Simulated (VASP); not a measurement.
# Si2Ni (Fm-3m) in VASP: further runs

The runs below take Si2Ni through single point, with PBE.

Program: VASP 6.6.1. These are calculated values, not measurements. Logs are shortened: lines on timing, memory, paths and dates and some standing lists are left out, and cuts for length are marked.

### 1 The cell of the first run

It takes space group Fm-3m (No. 225, cubic). The conventional cell has a = 5.447 Å, b = 5.447 Å, c = 5.447 Å, α = 90.00°, β = 90.00°, γ = 90.00°. Si (site symmetry -43m) has 4 Ni at 2.36 Å and 6 Si at 2.72 Å within 3.1 Å. Ni (site symmetry m-3m) has 8 Si at 2.36 Å within 3.1 Å.

### 2 Single point, PBE

Input file INCAR:

```
  PREC = Accurate
  ENCUT = 520
  EDIFF = 1E-6
  ISMEAR = 0
  SIGMA = 0.1
  LREAL = F
  LASPH = T
  NELM = 60
  ALGO = Normal
  ISIF = 2
  LWAVE = F
  LCHARG = T
  GGA = PE
  LELF = T
  LVHAR = T
  NBANDS = 16
```

Input file KPOINTS:

```
Automatic mesh
0
Gamma
  14 14 14
```

Input file POSCAR:

```
Si2Ni
1.0
    0.0000000000      2.7234320860      2.7234320860
    2.7234320860      0.0000000000      2.7234320860
    2.7234320860      2.7234320860      0.0000000000
Si Ni
2 1
Direct
    0.2500000000      0.2500000000      0.2500000000
    0.7500000000      0.7500000000      0.7500000000
    0.0000000000      0.0000000000      0.0000000000
```

Potentials or basis: VASP PAW PBE potentials, release 64 (Si, Ni).

Run with:

```bash
$ cat potpaw_PBE.64/Si/POTCAR potpaw_PBE.64/Ni/POTCAR > POTCAR
$ mpirun -np 1 vasp_std > vasp.out
```

OUTCAR:

```text
PREC = Accurate
   ENCUT = 520
   EDIFF = 1E-6
   ISMEAR = 0
   LREAL = F
   LASPH = T
   NELM = 60
   ISIF = 2
   GGA = PE

 ion  position               nearest neighbor table
   1  0.250  0.250  0.250-   3 2.36   3 2.36   3 2.36   3 2.36   2 2.72   2 2.72   2 2.72   2 2.72
                             2 2.72   2 2.72
   2  0.750  0.750  0.750-   3 2.36   3 2.36   3 2.36   3 2.36   1 2.72   1 2.72   1 2.72   1 2.72
                             1 2.72   1 2.72
   3  0.000  0.000  0.000-   2 2.36   2 2.36   2 2.36   1 2.36   2 2.36   1 2.36   1 2.36   1 2.36

  LATTYP: Found a face centered cubic cell.
 ALAT       =     5.4468641720

  Lattice vectors:

 A1 = (   0.0000000000,   2.7234320860,   2.7234320860)
 A2 = (   2.7234320860,   0.0000000000,   2.7234320860)
 A3 = (   2.7234320860,   2.7234320860,   0.0000000000)

Analysis of symmetry for initial positions (statically):
=====================================================================
 Subroutine PRICEL returns:
 Original cell was already a primitive cell.

 Routine SETGRP: Setting up the symmetry group for a
 face centered cubic supercell.

 Subroutine GETGRP returns: Found 48 space group operations
 (whereof 48 operations were pure point group operations)
 out of a pool of 48 trial point group operations.

The static configuration has the point symmetry O_h .

Analysis of symmetry for dynamics (positions and initial velocities):
=====================================================================
 Subroutine PRICEL returns:
 Original cell was already a primitive cell.

 Routine SETGRP: Setting up the symmetry group for a
 face centered cubic supercell.

 Subroutine GETGRP returns: Found 48 space group operations
 (whereof 48 operations were pure point group operations)
 out of a pool of 48 trial point group operations.

The dynamic configuration has the point symmetry O_h .

 Subroutine INISYM returns: Found 48 space group operations
 (whereof 48 operations are pure point group operations),
 and found     1 'primitive' translations

----------------------------------------------------------------------------------------

                                     Primitive cell

  volume of cell :      40.3998

  direct lattice vectors                    reciprocal lattice vectors
     0.000000000  2.723432086  2.723432086    -0.183591874  0.183591874  0.183591874
     2.723432086  0.000000000  2.723432086     0.183591874 -0.183591874  0.183591874
     2.723432086  2.723432086  0.000000000     0.183591874  0.183591874 -0.183591874

  length of vectors
     3.851514592  3.851514592  3.851514592     0.317990453  0.317990453  0.317990453

  position of ions in fractional coordinates (direct lattice)
     0.250000000  0.250000000  0.250000000
     0.750000000  0.750000000  0.750000000
     0.000000000  0.000000000  0.000000000

  ion indices of the primitive-cell ions
   primitive index   ion index
                 1           1
                 2           2
                 3           3

----------------------------------------------------------------------------------------

 KPOINTS: Automatic mesh

Automatic generation of k-mesh.
 Grid dimensions read from file:
 generate k-points for:   14   14   14

 Generating k-lattice:

  Cartesian coordinates                     Fractional coordinates (reciprocal lattice)
    -0.013113705  0.013113705  0.013113705     0.071428571  0.000000000  0.000000000
     0.013113705 -0.013113705  0.013113705     0.000000000  0.071428571  0.000000000
     0.013113705  0.013113705 -0.013113705     0.000000000  0.000000000  0.071428571

  Length of vectors
     0.022713604  0.022713604  0.022713604

  Shift w.r.t. Gamma in fractional coordinates (k-lattice)
     0.000000000  0.000000000  0.000000000

 Subroutine IBZKPT returns following result:
 ===========================================

 Found    104 irreducible k-points:

 Following reciprocal coordinates:
            Coordinates               Weight
  0.000000  0.000000  0.000000      1.000000
  0.071429  0.000000  0.000000      8.000000
  0.142857  0.000000  0.000000      8.000000
  0.214286  0.000000  0.000000      8.000000
  0.285714  0.000000  0.000000      8.000000
  0.357143  0.000000  0.000000      8.000000
[... 16 lines left out ...]
  0.214286  0.142857  0.000000     24.000000
  0.285714  0.142857  0.000000     24.000000
 [... further k-points ...]
   k-points           NKPTS =    104   k-points in BZ     NKDIM =    104   number of bands    NBANDS=     16
   number of dos      NEDOS =    301   number of ions     NIONS =      3
   total plane-waves  NPLWV =  27000
   dimension x,y,z NGX =    30 NGY =   30 NGZ =   30
   dimension x,y,z NGXF=    60 NGYF=   60 NGZF=   60
   ions per type =               2   1
   NGX,Y,Z   is equivalent  to a cutoff of  12.95, 12.95, 12.95 a.u.
   NGXF,Y,Z  is equivalent  to a cutoff of  25.90, 25.90, 25.90 a.u.
 SYSTEM =  unknown system
   PREC   = accura    normal or accurate (medium, high low for compatibility)
   ISTART =      0    job   : 0-new  1-cont  2-samecut
   ICHARG =      2    charge: 1-file 2-atom 10-const
   ISPIN  =      1    spin polarized calculation?
   LNONCOLLINEAR =      F non collinear calculations
   LSORBIT =      F    spin-orbit coupling
   LASPH  =      T    aspherical Exc in radial PAW
   ENCUT  =  520.0 eV  38.22 Ry    6.18 a.u.   7.16  7.16  7.16*2*pi/ulx,y,z
   NELM   =     60;   NELMIN=  2; NELMDL= -5     # of ELM steps
   EDIFF  = 0.1E-05   stopping-criterion for ELM
   LREAL  =      F    real-space projection
   EDIFFG = 0.1E-04   stopping-criterion for IOM
   NSW    =      0    number of steps for IOM
   IBRION =     -1    ionic relax: 0-MD 1-quasi-New 2-CG
   NFREE  =      0    steps in history (QN), initial steepest desc. (CG)
   ISIF   =      2    stress and relaxation
   ISYM   =      2    0-nonsym 1-usesym 2-fastsym
   POTIM  = 0.5000    time-step for ionic-motion
   TEBEG  =    0.0;   TEEND  =   0.0 temperature during run
   PSTRESS=    0.0 pullay stress
   NELECT =      18.0000    total number of electrons
   NUPDOWN=      -1.0000    fix difference up-down
   EMIN   =  10.00;   EMAX   =-10.00  energy-range for DOS
   EFERMI =   0.00;   METHOD = LEGACY
   ISMEAR =     0;   SIGMA  =   0.10  broadening in eV -4-tet -1-fermi 0-gaus
   EFERMI_NEDOS =   21; number of points for ismear=-14 and -15
   IALGO  =     38    algorithm
   IMIX   =      4    mixing-type and parameters
     AMIX     =   0.40;   BMIX     =  1.00
     AMIX_MAG =   1.60;   BMIX_MAG =  1.00
  volume/ion in A,a.u.               =      13.47        90.88
  Fermi-wavevector in a.u.,A,eV,Ry     =   1.250372  2.362860 21.271746  1.563429
  Thomas-Fermi vector in A             =   2.384369
   LORBIT       =      0    0 simple, 1 ext, 2 COOP (PROOUT), +10 PAW based schemes
   GGA     = PE    functional components
   LHFCALC =     F    Hartree Fock is set to
   AEXX    =    0.0000 exact exchange contribution
   IVDW    =     0    specifies the selected vdW correction
   LEPSILON=     F    determine dielectric tensor
   LRPA    =     F    only Hartree local field effects (RPA)
 non-spin polarized calculation
 Gauss-broadening in eV      SIGMA  =   0.10
  energy-cutoff  :      520.00
  volume of cell :       40.40
 maximum number of plane-waves:      1106
 NGX is ok and might be reduce to    30
   NGX = 15   NGY = 15   NGZ = 15

 number of electron      17.9999991 magnetization

 Free energy of the ion-electron system (eV)
  ---------------------------------------------------
  ext. energy  EPLUGINS =         0.00000000
  ---------------------------------------------------
  free energy    TOTEN  =       -17.37226131 eV

  energy without entropy =      -17.36820474  energy(sigma->0) =      -17.37023303

 E-fermi :  10.1376     XC(G=0): -11.4829

 val. band max:       10.0557351454   @ k =   0.4286   0.2857   0.0000
 cond. band min:      10.1573031008   @ k =  -0.4286   0.4286   0.0714
 fundamental gap:      0.1015679554
 Fermi energy:        10.1375729157

 k-point     1 :       0.0000    0.0000    0.0000
  band No.  band energies     occupation
      1      -3.5165      2.00000
      2       5.0707      2.00000
      3       5.0707      2.00000
      4       5.0707      2.00000
      5       6.7414      2.00000
      6       6.7414      2.00000
[... 8 lines left out ...]
     15      14.7989      0.00000
     16      14.7989      0.00000

 k-point     2 :       0.0714    0.0000    0.0000
  band No.  band energies     occupation
      1      -3.4421      2.00000
      2       4.9090      2.00000
      3       5.0946      2.00000
      4       5.0946      2.00000
      5       6.7272      2.00000
      6       6.7272      2.00000
[... 8 lines left out ...]
     15      14.5127      0.00000
     16      14.6691      0.00000

 k-point     3 :       0.1429    0.0000    0.0000
  band No.  band energies     occupation
      1      -3.2197      2.00000
      2       4.4534      2.00000
      3       5.1619      2.00000
      4       5.1619      2.00000
      5       6.6934      2.00000
      6       6.6934      2.00000
[... 8 lines left out ...]
     15      14.4020      0.00000
     16      14.7429      0.00000

 k-point     4 :       0.2143    0.0000    0.0000
  band No.  band energies     occupation
      1      -2.8523      2.00000
      2       3.7611      2.00000
      3       5.2585      2.00000
      4       5.2585      2.00000
      5       6.6648      2.00000
      6       6.6648      2.00000
[... 8 lines left out ...]
     15      15.0858      0.00000
     16      15.7080      0.00000
[... 324 lines left out ...]
 k-point    22 :       0.1429    0.1429    0.0000
  band No.  band energies     occupation
      1      -3.1210      2.00000
      2       4.5081      2.00000
      3       5.1079      2.00000
      4       5.1079      2.00000
      5       6.4878      2.00000
      6       6.8123      2.00000
[... 8 lines left out ...]
     15      15.5193      0.00000
     16      15.5193      0.00000

 k-point    23 :       0.2143    0.1429    0.0000
  band No.  band energies     occupation
      1      -2.8514      2.00000
      2       4.1237      2.00000
      3       5.1496      2.00000
      4       5.1758      2.00000
      5       6.3441      2.00000
      6       6.8391      2.00000
[... 8 lines left out ...]
     15      16.1981      0.00000
     16      16.2883      0.00000

 k-point    24 :       0.2857    0.1429    0.0000
  band No.  band energies     occupation
      1      -2.4394      2.00000
      2       3.4939      2.00000
      3       5.2252      2.00000
      4       5.2709      2.00000
      5       6.2191      2.00000
      6       6.8667      2.00000
[... 8 lines left out ...]
     15      17.1619      0.00000
     16      17.3739      0.00000

 [... further k-points ...]

------------------------ aborting loop because EDIFF is reached ----------------------------------------

  FORCE on cell =-STRESS in cart. coord.  units (eV):
  Direction    XX          YY          ZZ          XY          YZ          ZX
  --------------------------------------------------------------------------------------
  -------------------------------------------------------------------------------------
  Total       -0.0357811     -0.0357811     -0.0357811      0.0000000      0.0000000      0.0000000
  in kB       -1.4190091     -1.4190091     -1.4190091      0.0000000      0.0000000      0.0000000
  external PRESSURE =      -1.4190091 kB  Pullay stress =       0.0000000 kB

 VOLUME and BASIS-vectors are now :
 -----------------------------------------------------------------------------
  energy-cutoff  :      520.00
  volume of cell :       40.40
      direct lattice vectors                 reciprocal lattice vectors
     0.000000000  2.723432086  2.723432086    -0.183591874  0.183591874  0.183591874
     2.723432086  0.000000000  2.723432086     0.183591874 -0.183591874  0.183591874
     2.723432086  2.723432086  0.000000000     0.183591874  0.183591874 -0.183591874

 POSITION                                       TOTAL-FORCE (eV/Angst)
 -----------------------------------------------------------------------------------
      1.36172      1.36172      1.36172        -0.000000     -0.000000     -0.000000
      4.08515      4.08515      4.08515         0.000000      0.000000     -0.000000
      0.00000      0.00000      0.00000         0.000000      0.000000      0.000000
 -----------------------------------------------------------------------------------
    total drift:                                0.000000     -0.000000     -0.000000

  FREE ENERGIE OF THE ION-ELECTRON SYSTEM (eV)
  ---------------------------------------------------
  free  energy   TOTEN  =       -17.3722613124 eV

  energy  without entropy=      -17.3682047405  energy(sigma->0) =      -17.37023303
```

Wall time 32 s (1 thread of Intel Xeon 6975P-C (Granite Rapids), shared host); peak memory 0.21 GiB.

Results:

- Free energy: -17.3723 eV
- Pressure: -0.1 GPa
- Band gap on the k mesh: zero (band 9 reaches 11.80 eV, above the bottom of band 10 at 9.65 eV)

### 3 Single point, PBE (volume scaled by 0.88)

Input file INCAR:

```
SYSTEM = Si2Ni
ALGO     = Normal         ! electronic algorithm
EDIFF    = 1E-6           ! SCF threshold, eV
ENCUT    = 520            ! plane-wave cutoff, eV
GGA      = PE             ! functional
ISIF     = 2              ! what is computed and relaxed
ISMEAR   = 0              ! smearing method
LASPH    = .TRUE.         ! aspherical terms in the spheres
LCHARG   = .TRUE.         ! write CHGCAR
LELF     = .TRUE.         ! ELF
LREAL    = .FALSE.        ! projectors in reciprocal space
LVHAR    = .TRUE.       
LWAVE    = .FALSE.        ! write WAVECAR
NBANDS   = 16             ! bands
NELM     = 80             ! most SCF steps
PREC     = Accurate       ! precision mode
SIGMA    = 0.1            ! smearing width, eV
```

Input file KPOINTS:

```
k-points
0
G
  14 14 14
  0 0 0
```

Input file POSCAR:

```
Si2Ni
1.0
    0.0000000000      2.6098212917      2.6098212917
    2.6098212917      0.0000000000      2.6098212917
    2.6098212917      2.6098212917      0.0000000000
Si Ni
2 1
Direct
    0.2500000000      0.2500000000      0.2500000000
    0.7500000000      0.7500000000      0.7500000000
    0.0000000000      0.0000000000      0.0000000000
```

Potentials or basis: VASP PAW PBE potentials, release 64 (Si, Ni).

Run with:

```bash
$ cat potpaw_PBE.64/Si/POTCAR potpaw_PBE.64/Ni/POTCAR > POTCAR
$ mpirun -np 1 vasp_std > vasp.out
```

It took 30 s on 1 thread of AMD EPYC 9R45 (Zen 5), shared host; peak memory 0.16 GiB.

Results (log left out):

- Free energy: -17.0436 eV
- Pressure: 24.4 GPa
- Band gap on the k mesh: zero (band 9 reaches 13.93 eV, above the bottom of band 10 at 11.82 eV)

Levels at points of the mesh, in eV from the Fermi level:
```csv
k point,band 7,band 8,band 9,band 10,band 11,band 12
"(0.00, 0.00, 0.00)",0.46,1.73,1.73,1.73,1.96,1.96
"(0.50, 0.00, 0.00)",-4.03,-1.84,-1.84,1.72,1.72,1.83
"(0.50, 0.50, 0.00)",-4.31,-4.12,-3.77,-0.39,1.06,7.54
```

### 4 Single point, PBE (volume scaled by 0.91)

Input file INCAR:

```
SYSTEM = Si2Ni
  ALGO = Normal
  EDIFF = 1E-7
  ENCUT = 520
  GGA = PE
  ISIF = 2
  ISMEAR = 0
  LASPH = .True.
  LCHARG = .False.
  LREAL = .False.
  LWAVE = .False.
  NBANDS = 16
  NELM = 60
  PREC = Accurate
  SIGMA = 0.1
```

Input file KPOINTS:

```
k-points
0
Gamma
  14 14 14
  0 0 0
```

Input file POSCAR:

```
Si2Ni
1.0
    0.0000000000      2.6391475811      2.6391475811
    2.6391475811      0.0000000000      2.6391475811
    2.6391475811      2.6391475811      0.0000000000
Si Ni
2 1
Direct
    0.2500000000      0.2500000000      0.2500000000
    0.7500000000      0.7500000000      0.7500000000
    0.0000000000      0.0000000000      0.0000000000
```

Run with:

```bash
$ cat potpaw_PBE.64/Si/POTCAR potpaw_PBE.64/Ni/POTCAR > POTCAR
$ mpirun -np 1 vasp_std > vasp.out
```

It took 34 s on 1 thread of AMD EPYC 9R45 (Zen 5), shared host; peak memory 0.17 GiB.

Results (log left out):

```yaml
Free_energy: -17.1981 eV
Pressure: 16.7 GPa
Band_gap_on_the_k_mesh: zero (band 9 reaches 13.35 eV, above the bottom of band 10 at 11.23 eV)
```

Levels at points of the mesh, in eV from the Fermi level:
| k point | band 7 | band 8 | band 9 | band 10 | band 11 | band 12 |
| --- | --- | --- | --- | --- | --- | --- |
| (0.00, 0.00, 0.00) | 0.20 | 1.71 | 1.71 | 1.71 | 2.06 | 2.06 |
| (0.50, 0.00, 0.00) | -3.80 | -1.72 | -1.72 | 1.74 | 1.74 | 1.81 |
| (0.50, 0.50, 0.00) | -4.08 | -3.90 | -3.56 | -0.41 | 1.17 | 7.60 |

[end of part 1 of 2]
